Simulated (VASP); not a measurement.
Wanted: the native input for a VASP 6.6.1 run.

```
Task                   : single point
Functional             : LDA
Potentials or basis    : VASP PAW LDA potentials, release 64 (La, Tl_d)
Cutoff                 : 520 eV
k mesh                 : 8 × 8 × 8
Occupations            : fermi-dirac, width 0.1 eV
Spin                   : no spin polarisation
Dipole correction      : no
Further INCAR settings : ALGO = Normal; EDIFF = 1e-06; NBANDS = 19
```

The structure of LaTl lies in POSCAR:

```
LaTl
1.0
    3.9360000000      0.0000000000      0.0000000000
    0.0000000000      3.9360000000      0.0000000000
    0.0000000000      0.0000000000      3.9360000000
La Tl
1 1
Direct
    0.0000000000      0.0000000000      0.0000000000
    0.5000000000      0.5000000000      0.5000000000
```

One way to write it, as run:

INCAR

```
  PREC = Accurate
  ENCUT = 520
  EDIFF = 1E-6
  ISMEAR = -1
  SIGMA = 0.1
  LREAL = False
  LASPH = True
  NELM = 80
  ALGO = Normal
  ISIF = 2
  LWAVE = False
  LCHARG = True
  LELF = True
  LVHAR = True
  NBANDS = 19
```

KPOINTS

```
Automatic mesh
0
Gamma
  8 8 8
```

Potentials or basis: VASP PAW LDA potentials, release 64 (La, Tl_d).

Launch:

```bash
$ cat potpaw_LDA.64/La/POTCAR potpaw_LDA.64/Tl_d/POTCAR > POTCAR
$ mpirun -np 1 vasp_std > vasp.out
```

Results of the run:

```yaml
Pressure: -2.4 GPa
Band_gap_on_the_k_mesh: zero (band 12 reaches 8.01 eV, above the bottom of band 13 at 5.42 eV)
```

Caveat: spin-orbit coupling is left out, which moves the levels of the heavy elements.

It took 52 s on 1 thread of AMD EPYC 7R43 64-Core Processor (Zen 3), with other jobs on the host, peak memory 0.15 GiB.
